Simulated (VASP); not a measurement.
A run of VASP 6.6.1 is set up as follows.

Contents of INCAR:

```
SYSTEM = Ni
PREC = Accurate
ENCUT = 520
EDIFF = 1E-6
ISMEAR = -1
SIGMA = 0.05
LREAL = .FALSE.
LASPH = .TRUE.
NELM = 150
ALGO = Normal
ISIF = 2
LWAVE = .FALSE.
LCHARG = .FALSE.
ISPIN = 2
MAGMOM = 0.73
LORBIT = 11
NUPDOWN = 0.73
LMAXMIX = 4
GGA = PE
NBANDS = 15
```

File KPOINTS:

```
regular mesh
0
G
  15 15 15
  0 0 0
```

The input POSCAR:

```
Ni
1.0
    0.0000000000      1.7586000000      1.7586000000
    1.7586000000      0.0000000000      1.7586000000
    1.7586000000      1.7586000000      0.0000000000
Ni
1
Direct
    0.0000000000      0.0000000000      0.0000000000
```

Potentials or basis: VASP PAW PBE potentials, release 64 (Ni).

Launch:

```console
$ cat potpaw_PBE.64/Ni/POTCAR > POTCAR
$ mpirun -np 1 vasp_std > vasp.out
```

(1) Predict the pressure.

Results:

(1) 0.9 GPa.

Caveat: the total moment is fixed, so each spin has its own Fermi level.
